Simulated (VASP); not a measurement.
# BiAsSe (P4/mmm) in VASP: a series of runs

The runs below take BiAsSe through single point, relaxation of cell and atoms, with PBE.

Everything below comes from runs of VASP 6.6.1. Logs are shortened: lines on timing, memory, paths and dates and some standing lists are left out, and cuts for length are marked.

## (1) The cell of the first run

The structure is tetragonal, space group P4/mmm (No. 123). Conventional cell: a = 4.144 Å, b = 4.144 Å, c = 5.586 Å, α = 90.00°, β = 90.00°, γ = 90.00°. Within 3.7 Å of Bi (site symmetry 4/mmm) lie 2 As at 2.79 Å and 4 Se at 2.93 Å. Within 3.7 Å of As (site symmetry 4/mmm) lie 2 Bi at 2.79 Å. Within 4.2 Å of Se (site symmetry 4/mmm) lie 4 Bi at 2.93 Å and 8 As at 4.05 Å and 4 Se at 4.14 Å.

The cell was built from a structure type or drawn by symmetry, and may not be a known phase.

## (2) Single point, PBE

INCAR

```
SYSTEM = BiAsSe
PREC     = Accurate       ! precision mode
ENCUT    = 520            ! plane-wave cutoff, eV
EDIFF    = 1E-7           ! SCF threshold, eV
ISMEAR   = 0              ! smearing method
SIGMA    = 0.1            ! smearing width, eV
LREAL    = .False.        ! projectors in reciprocal space
LASPH    = .True.         ! aspherical terms in the spheres
NELM     = 80             ! most SCF steps
ALGO     = Normal         ! electronic algorithm
ISIF     = 2              ! what is computed and relaxed
LWAVE    = .False.        ! write WAVECAR
LCHARG   = .False.        ! write CHGCAR
GGA      = PE             ! functional
NBANDS   = 20             ! bands
```

KPOINTS

```
Automatic mesh
0
Gamma
  4 4 4
  0 0 0
```

POSCAR

```
BiAsSe
1.0
    4.1439370156      0.0000000000      0.0000000000
    0.0000000000      4.1439370156      0.0000000000
    0.0000000000      0.0000000000      5.5861442490
Bi As Se
1 1 1
Direct
    0.0000000000      0.0000000000      0.5000000000
    0.0000000000      0.0000000000      0.0000000000
    0.5000000000      0.5000000000      0.5000000000
```

Potentials or basis: VASP PAW PBE potentials, release 64 (Bi_d, As, Se).

Launch:

```
$ cat potpaw_PBE.64/Bi_d/POTCAR potpaw_PBE.64/As/POTCAR potpaw_PBE.64/Se/POTCAR > POTCAR
$ mpirun -np 1 vasp_std > vasp.out
```

OUTCAR:

```text
SYSTEM = BiAsSe
   PREC = Accurate
   ENCUT = 520
   EDIFF = 1E-7
   ISMEAR = 0
   LREAL = .False.
   LASPH = .True.
   NELM = 80
   ISIF = 2
   GGA = PE

 ion  position               nearest neighbor table
   1  0.000  0.000  0.500-   2 2.79   2 2.79   3 2.93   3 2.93   3 2.93   3 2.93
   2  0.000  0.000  0.000-   1 2.79   1 2.79
   3  0.500  0.500  0.500-   1 2.93   1 2.93   1 2.93   1 2.93

  LATTYP: Found a simple tetragonal cell.
 ALAT       =     4.1439370156
 C/A-ratio  =     1.3480282707

  Lattice vectors:

 A1 = (   4.1439370156,   0.0000000000,   0.0000000000)
 A2 = (   0.0000000000,   4.1439370156,   0.0000000000)
 A3 = (   0.0000000000,   0.0000000000,   5.5861442490)

Analysis of symmetry for initial positions (statically):
=====================================================================
 Subroutine PRICEL returns:
 Original cell was already a primitive cell.

 Routine SETGRP: Setting up the symmetry group for a
 simple tetragonal supercell.

 Subroutine GETGRP returns: Found 16 space group operations
 (whereof 16 operations were pure point group operations)
 out of a pool of 16 trial point group operations.

The static configuration has the point symmetry D_4h.

Analysis of symmetry for dynamics (positions and initial velocities):
=====================================================================
 Subroutine PRICEL returns:
 Original cell was already a primitive cell.

 Routine SETGRP: Setting up the symmetry group for a
 simple tetragonal supercell.

 Subroutine GETGRP returns: Found 16 space group operations
 (whereof 16 operations were pure point group operations)
 out of a pool of 16 trial point group operations.

The dynamic configuration has the point symmetry D_4h.

 Subroutine INISYM returns: Found 16 space group operations
 (whereof 16 operations are pure point group operations),
 and found     1 'primitive' translations

----------------------------------------------------------------------------------------

                                     Primitive cell

  volume of cell :      95.9265

  direct lattice vectors                    reciprocal lattice vectors
     4.143937016  0.000000000  0.000000000     0.241316409  0.000000000  0.000000000
     0.000000000  4.143937016  0.000000000     0.000000000  0.241316409  0.000000000
     0.000000000  0.000000000  5.586144249     0.000000000  0.000000000  0.179014353

  length of vectors
     4.143937016  4.143937016  5.586144249     0.241316409  0.241316409  0.179014353

  position of ions in fractional coordinates (direct lattice)
     0.000000000  0.000000000  0.500000000
     0.000000000  0.000000000  0.000000000
     0.500000000  0.500000000  0.500000000

  ion indices of the primitive-cell ions
   primitive index   ion index
                 1           1
                 2           2
                 3           3

----------------------------------------------------------------------------------------

 KPOINTS: Automatic mesh

Automatic generation of k-mesh.
 Grid dimensions read from file:
 generate k-points for:    4    4    4

 Generating k-lattice:

  Cartesian coordinates                     Fractional coordinates (reciprocal lattice)
     0.060329102  0.000000000  0.000000000     0.250000000  0.000000000  0.000000000
     0.000000000  0.060329102  0.000000000     0.000000000  0.250000000  0.000000000
     0.000000000  0.000000000  0.044753588     0.000000000  0.000000000  0.250000000

  Length of vectors
     0.060329102  0.060329102  0.044753588

  Shift w.r.t. Gamma in fractional coordinates (k-lattice)
     0.000000000  0.000000000  0.000000000

 Subroutine IBZKPT returns following result:
 ===========================================

 Found     18 irreducible k-points:

 Following reciprocal coordinates:
            Coordinates               Weight
  0.000000  0.000000  0.000000      1.000000
  0.250000  0.000000  0.000000      4.000000
  0.500000  0.000000  0.000000      2.000000
  0.250000  0.250000  0.000000      4.000000
  0.500000  0.250000  0.000000      4.000000
  0.500000  0.500000  0.000000      1.000000
[... 10 lines left out ...]
  0.500000  0.250000  0.500000      4.000000
  0.500000  0.500000  0.500000      1.000000
   k-points           NKPTS =     18   k-points in BZ     NKDIM =     18   number of bands    NBANDS=     20
   number of dos      NEDOS =    301   number of ions     NIONS =      3
   total plane-waves  NPLWV =  43008
   dimension x,y,z NGX =    32 NGY =   32 NGZ =   42
   dimension x,y,z NGXF=    64 NGYF=   64 NGZF=   84
   ions per type =               1   1   1
   NGX,Y,Z   is equivalent  to a cutoff of  12.84, 12.84, 12.50 a.u.
   NGXF,Y,Z  is equivalent  to a cutoff of  25.68, 25.68, 25.00 a.u.
 SYSTEM =  BiAsSe
   PREC   = accura    normal or accurate (medium, high low for compatibility)
   ISTART =      0    job   : 0-new  1-cont  2-samecut
   ICHARG =      2    charge: 1-file 2-atom 10-const
   ISPIN  =      1    spin polarized calculation?
   LNONCOLLINEAR =      F non collinear calculations
   LSORBIT =      F    spin-orbit coupling
   LASPH  =      T    aspherical Exc in radial PAW
   ENCUT  =  520.0 eV  38.22 Ry    6.18 a.u.   7.70  7.70 10.39*2*pi/ulx,y,z
   NELM   =     80;   NELMIN=  2; NELMDL= -5     # of ELM steps
   EDIFF  = 0.1E-06   stopping-criterion for ELM
   LREAL  =      F    real-space projection
   EDIFFG = 0.1E-05   stopping-criterion for IOM
   NSW    =      0    number of steps for IOM
   IBRION =     -1    ionic relax: 0-MD 1-quasi-New 2-CG
   NFREE  =      0    steps in history (QN), initial steepest desc. (CG)
   ISIF   =      2    stress and relaxation
   ISYM   =      2    0-nonsym 1-usesym 2-fastsym
   POTIM  = 0.5000    time-step for ionic-motion
   TEBEG  =    0.0;   TEEND  =   0.0 temperature during run
   PSTRESS=    0.0 pullay stress
   NELECT =      26.0000    total number of electrons
   NUPDOWN=      -1.0000    fix difference up-down
   EMIN   =  10.00;   EMAX   =-10.00  energy-range for DOS
   EFERMI =   0.00;   METHOD = LEGACY
   ISMEAR =     0;   SIGMA  =   0.10  broadening in eV -4-tet -1-fermi 0-gaus
   EFERMI_NEDOS =   21; number of points for ismear=-14 and -15
   IALGO  =     38    algorithm
   IMIX   =      4    mixing-type and parameters
     AMIX     =   0.40;   BMIX     =  1.00
     AMIX_MAG =   1.60;   BMIX_MAG =  1.00
  volume/ion in A,a.u.               =      31.98       215.78
  Fermi-wavevector in a.u.,A,eV,Ry     =   1.059465  2.002098 15.272068  1.122465
  Thomas-Fermi vector in A             =   2.194811
   LORBIT       =      0    0 simple, 1 ext, 2 COOP (PROOUT), +10 PAW based schemes
   GGA     = PE    functional components
   LHFCALC =     F    Hartree Fock is set to
   AEXX    =    0.0000 exact exchange contribution
   IVDW    =     0    specifies the selected vdW correction
   LEPSILON=     F    determine dielectric tensor
   LRPA    =     F    only Hartree local field effects (RPA)
 non-spin polarized calculation
 Gauss-broadening in eV      SIGMA  =   0.10
  energy-cutoff  :      520.00
  volume of cell :       95.93
 maximum number of plane-waves:      2600
 NGX is ok and might be reduce to    32
   NGX = 15   NGY = 15   NGZ = 21

 number of electron      25.9999995 magnetization

 Free energy of the ion-electron system (eV)
  ---------------------------------------------------
  ext. energy  EPLUGINS =         0.00000000
  ---------------------------------------------------
  free energy    TOTEN  =       -10.54861911 eV

  energy without entropy =      -10.52957258  energy(sigma->0) =      -10.53909585

 E-fermi :   3.2537     XC(G=0):  -8.8122

 val. band max:        3.2493152718   @ k =   0.2500   0.2500   0.0000
 cond. band min:       3.2752322268   @ k =   0.2500   0.2500   0.2500
 fundamental gap:      0.0259169549
 Fermi energy:         3.2536513837

 k-point     1 :       0.0000    0.0000    0.0000
  band No.  band energies     occupation
      1     -19.9515      2.00000
      2     -19.9315      2.00000
      3     -19.9167      2.00000
      4     -19.8793      2.00000
      5     -19.8793      2.00000
      6     -10.7925      2.00000
[... 12 lines left out ...]
     19      10.7155      0.00000
     20      10.9052      0.00000

 k-point     2 :       0.2500    0.0000    0.0000
  band No.  band energies     occupation
      1     -19.9468      2.00000
      2     -19.9237      2.00000
      3     -19.9209      2.00000
      4     -19.8828      2.00000
      5     -19.8791      2.00000
      6     -10.3544      2.00000
[... 12 lines left out ...]
     19       9.7705      0.00000
     20      10.9569      0.00000

 k-point     3 :       0.5000    0.0000    0.0000
  band No.  band energies     occupation
      1     -19.9438      2.00000
      2     -19.9306      2.00000
      3     -19.9085      2.00000
      4     -19.8862      2.00000
      5     -19.8788      2.00000
      6      -9.3344      2.00000
[... 12 lines left out ...]
     19      10.5304      0.00000
     20      11.7648      0.00000

 k-point     4 :       0.2500    0.2500    0.0000
  band No.  band energies     occupation
      1     -19.9402      2.00000
      2     -19.9327      2.00000
      3     -19.9128      2.00000
      4     -19.8825      2.00000
      5     -19.8822      2.00000
      6      -9.9479      2.00000
[... 12 lines left out ...]
     19      10.1401      0.00000
     20      10.6027      0.00000

 k-point     5 :       0.5000    0.2500    0.0000
  band No.  band energies     occupation
      1     -19.9423      2.00000
      2     -19.9357      2.00000
      3     -19.9023      2.00000
      4     -19.8857      2.00000
      5     -19.8820      2.00000
      6      -9.0935      2.00000
[... 12 lines left out ...]
     19       9.7609      0.00000
     20      10.8846      0.00000
[... 215 lines left out ...]
      6      -9.3228      2.00000
[... 12 lines left out ...]
     19      10.7080      0.00000
     20      11.4277      0.00000

 k-point    16 :       0.2500    0.2500    0.5000
  band No.  band energies     occupation
      1     -19.9371      2.00000
      2     -19.9325      2.00000
      3     -19.9129      2.00000
      4     -19.8831      2.00000
      5     -19.8829      2.00000
      6      -9.7988      2.00000
[... 12 lines left out ...]
     19      11.0129      0.00000
     20      11.0652      0.00000

 k-point    17 :       0.5000    0.2500    0.5000
  band No.  band energies     occupation
      1     -19.9423      2.00000
      2     -19.9325      2.00000
      3     -19.9021      2.00000
      4     -19.8863      2.00000
      5     -19.8825      2.00000
      6      -9.0841      2.00000
[... 12 lines left out ...]
     19      10.7994      0.00000
     20      11.3109      0.00000

 k-point    18 :       0.5000    0.5000    0.5000
  band No.  band energies     occupation
      1     -19.9539      2.00000
      2     -19.9268      2.00000
      3     -19.8935      2.00000
      4     -19.8857      2.00000
      5     -19.8857      2.00000
      6      -8.8101      2.00000
[... 12 lines left out ...]
     19      10.8940      0.00000
     20      10.8940      0.00000

------------------------ aborting loop because EDIFF is reached ----------------------------------------

  FORCE on cell =-STRESS in cart. coord.  units (eV):
  Direction    XX          YY          ZZ          XY          YZ          ZX
  --------------------------------------------------------------------------------------
  -------------------------------------------------------------------------------------
  Total        0.0231637      0.0231637     -0.0787102      0.0000000      0.0000000      0.0000000
  in kB        0.3868826      0.3868826     -1.3146281      0.0000000      0.0000000      0.0000000
  external PRESSURE =      -0.1802876 kB  Pullay stress =       0.0000000 kB

 VOLUME and BASIS-vectors are now :
 -----------------------------------------------------------------------------
  energy-cutoff  :      520.00
  volume of cell :       95.93
      direct lattice vectors                 reciprocal lattice vectors
     4.143937016  0.000000000  0.000000000     0.241316409  0.000000000  0.000000000
     0.000000000  4.143937016  0.000000000     0.000000000  0.241316409  0.000000000
     0.000000000  0.000000000  5.586144249     0.000000000  0.000000000  0.179014353

 POSITION                                       TOTAL-FORCE (eV/Angst)
 -----------------------------------------------------------------------------------
      0.00000      0.00000      2.79307         0.000000      0.000000      0.000000
      0.00000      0.00000      0.00000         0.000000      0.000000      0.000000
      2.07197      2.07197      2.79307         0.000000      0.000000      0.000000
 -----------------------------------------------------------------------------------
    total drift:                                0.000000      0.000000     -0.000000

  FREE ENERGIE OF THE ION-ELECTRON SYSTEM (eV)
  ---------------------------------------------------
  free  energy   TOTEN  =       -10.5486191142 eV

  energy  without entropy=      -10.5295725769  energy(sigma->0) =      -10.53909585
```

Run time: 25 s. Hardware: 1 thread of Intel Xeon Platinum 8375C at 2.90GHz (Ice Lake), shared host; peak memory 0.21 GiB.

Results:

```
Free energy            : -10.5486 eV
Pressure               : 0.0 GPa
Band gap on the k mesh : zero (bands 13 and 14 overlap by 1.56 eV)
```

Stress tensor (GPa, compression positive):
```
 0.04  0.00  0.00
 0.00  0.04  0.00
 0.00  0.00 -0.13
```

Levels at points of the mesh, in eV from the Fermi level:
```tsv
k point	band 10	band 11	band 12	band 13	band 14	band 15	band 16	band 17
(0.00, 0.00, 0.00)	-3.37	-3.37	-0.50	0.68	0.68	3.95	4.75	4.75
(0.50, 0.00, 0.00)	-1.89	-1.57	-1.52	-0.79	-0.58	0.84	2.13	6.41
(0.50, 0.50, 0.00)	-5.37	-3.78	-1.14	-0.56	-0.56	4.63	4.63	5.37
(0.00, 0.00, 0.50)	-3.25	-2.06	0.37	0.46	0.46	2.01	4.17	4.17
(0.50, 0.00, 0.50)	-1.56	-1.17	-0.22	0.29	0.30	0.73	1.01	1.05
(0.50, 0.50, 0.50)	-5.23	-1.37	-1.18	-1.18	0.85	1.62	5.31	5.31
```

Caveat: the k points lie up to 0.38 Å⁻¹ apart, too coarse for converged energies and pressures of a metal; spin-orbit coupling is left out, which moves the levels of the heavy elements.

## (3) Single point, PBE

This run uses another cell than the first one, of 34.20 Å³/atom.

INCAR

```
SYSTEM = BiAsSe
ALGO = Normal
EDIFF = 1E-6
ENCUT = 520
GGA = PE
ISIF = 2
ISMEAR = 0
LASPH = .TRUE.
LCHARG = .TRUE.
LELF = .TRUE.
LREAL = .FALSE.
LVHAR = .TRUE.
LWAVE = .FALSE.
NBANDS = 20
NELM = 100
PREC = Accurate
SIGMA = 0.1
```

KPOINTS

```
k-points
0
G
  4 4 4
  0 0 0
```

POSCAR

```
BiAsSe
1.0
    4.1660350700      0.0000000000      0.0000000000
    0.0000000000      4.1660350700      0.0000000000
    0.0000000000      0.0000000000      5.9124115300
Bi As Se
1 1 1
Direct
    0.0000000000      0.0000000000      0.5000000000
    0.0000000000      0.0000000000      0.0000000000
    0.5000000000      0.5000000000      0.5000000000
```

Potentials or basis: VASP PAW PBE potentials, release 64 (Bi_d, As, Se).

Launch:

```
$ cat potpaw_PBE.64/Bi_d/POTCAR potpaw_PBE.64/As/POTCAR potpaw_PBE.64/Se/POTCAR > POTCAR
$ mpirun -np 1 vasp_std > vasp.out
```

It took 33 s on 1 thread of Intel Xeon Platinum 8375C at 2.90GHz (Ice Lake), shared host; peak memory 0.23 GiB.

It converged, with:

```yaml
Free_energy: -10.4368 eV
Pressure: -2.5 GPa
Band_gap_on_the_k_mesh: zero (bands 13 and 14 overlap by 1.53 eV)
```

Stress tensor (GPa, compression positive):
```
-1.18  0.00  0.00
 0.00 -1.18  0.00
 0.00  0.00 -5.00
```

Levels at points of the mesh, in eV from the Fermi level:
```
           k point  band 10  band 11  band 12  band 13  band 14  band 15  band 16  band 17
(0.00, 0.00, 0.00)    -3.24    -3.24    -0.41     0.73     0.73     4.09     4.55     4.55
(0.50, 0.00, 0.00)    -1.66    -1.53    -1.49    -0.79    -0.29     0.63     1.84     5.41
(0.50, 0.50, 0.00)    -5.20    -3.23    -1.12    -0.56    -0.56     4.61     4.61     5.39
(0.00, 0.00, 0.50)    -3.17    -2.22    -0.08     0.58     0.58     1.76     4.17     4.17
(0.50, 0.00, 0.50)    -1.52    -1.08    -0.18     0.12     0.37     0.48     0.50     0.83
(0.50, 0.50, 0.50)    -5.11    -1.27    -1.00    -1.00     0.43     1.06     5.27     5.27
```

Caveat: the k points lie up to 0.38 Å⁻¹ apart, too coarse for converged energies and pressures of a metal; spin-orbit coupling is left out, which moves the levels of the heavy elements.

## (4) Relaxation of cell and atoms, PBE

This run uses another cell than the first one, of 34.20 Å³/atom.

INCAR

```
SYSTEM = BiAsSe
  PREC = Accurate
  ENCUT = 600
  EDIFF = 1E-6
  ISMEAR = 0
  SIGMA = 0.1
  LREAL = .FALSE.
  LASPH = .TRUE.
  NELM = 60
  ALGO = Normal
  ISIF = 3
  LWAVE = .FALSE.
  LCHARG = .FALSE.
  GGA = PE
  IBRION = 2
  NSW = 90
  EDIFFG = -0.04
```

KPOINTS

```
Automatic mesh
0
G
  4 4 4
  0 0 0
```

POSCAR is that of step 3.

Launch:

```
$ cat potpaw_PBE.64/Bi_d/POTCAR potpaw_PBE.64/As/POTCAR potpaw_PBE.64/Se/POTCAR > POTCAR
$ mpirun -np 1 vasp_std > vasp.out
```

It took 2.2 min on 1 thread of Intel Xeon Platinum 8375C at 2.90GHz (Ice Lake), shared host; peak memory 0.27 GiB.

Results (log left out):

- Free energy: -10.5490 eV
- Relaxed volume: 32.01 Å³/atom
- Relaxed cell: a = 4.147 Å, b = 4.147 Å, c = 5.584 Å, α = 90.00°, β = 90.00°, γ = 90.00°
- Space group after relaxing (to 0.1 Å): P4/mmm (No. 123)
- Energy gained by relaxing: 37.4 meV/atom
- Ionic steps: 6
- Pressure after relaxing: 0.0 GPa
- Band gap on the k mesh: zero (bands 13 and 14 overlap by 1.55 eV)

The path:
```
step  energy change (eV)  largest force (eV/Å)  pressure (GPa)  volume (Å³)
   1              0.0000                0.0000           -2.44       102.61
   2             -0.1080                0.0000            0.37        95.02
   3             -0.1080                0.0000            0.40        94.93
   4             -0.1120                0.0000            0.11        95.73
   5             -0.1120                0.0000            0.12        95.68
   6             -0.1121                0.0000           -0.04        96.03
```

Final structure:
```xyz
3
Lattice="4.1471 0.0000 0.0000 0.0000 4.1471 0.0000 0.0000 0.0000 5.5835" Properties=species:S:1:pos:R:3 pbc="T T T"
Bi    0.0000    0.0000    2.7918
As    4.1471    4.1471    0.0000
Se    2.0735    2.0735    2.7918
```

Levels at points of the mesh, in eV from the Fermi level:
| k point | band 9 | band 10 | band 11 | band 12 | band 13 | band 14 | band 15 | band 16 | band 17 |
| --- | --- | --- | --- | --- | --- | --- | --- | --- | --- |
| (0.00, 0.00, 0.00) | -4.82 | -3.36 | -3.36 | -0.50 | 0.67 | 0.67 | 3.95 | 4.74 | 4.74 |
| (0.50, 0.00, 0.00) | -4.11 | -1.89 | -1.57 | -1.51 | -0.79 | -0.59 | 0.85 | 2.13 | 6.42 |
| (0.50, 0.50, 0.00) | -5.36 | -5.36 | -3.79 | -1.13 | -0.55 | -0.55 | 4.63 | 4.63 | 5.38 |
| (0.00, 0.00, 0.50) | -3.24 | -3.24 | -2.05 | 0.38 | 0.45 | 0.45 | 2.01 | 4.16 | 4.16 |
| (0.50, 0.00, 0.50) | -2.65 | -1.55 | -1.17 | -0.22 | 0.29 | 0.30 | 0.72 | 1.01 | 1.06 |
| (0.50, 0.50, 0.50) | -5.21 | -5.21 | -1.37 | -1.17 | -1.17 | 0.85 | 1.62 | 5.30 | 5.30 |

Caveat: the k points lie up to 0.38 Å⁻¹ apart in the final cell, too coarse for converged energies and pressures of a metal; spin-orbit coupling is left out, which moves the levels of the heavy elements.

[end of part 1 of 3]
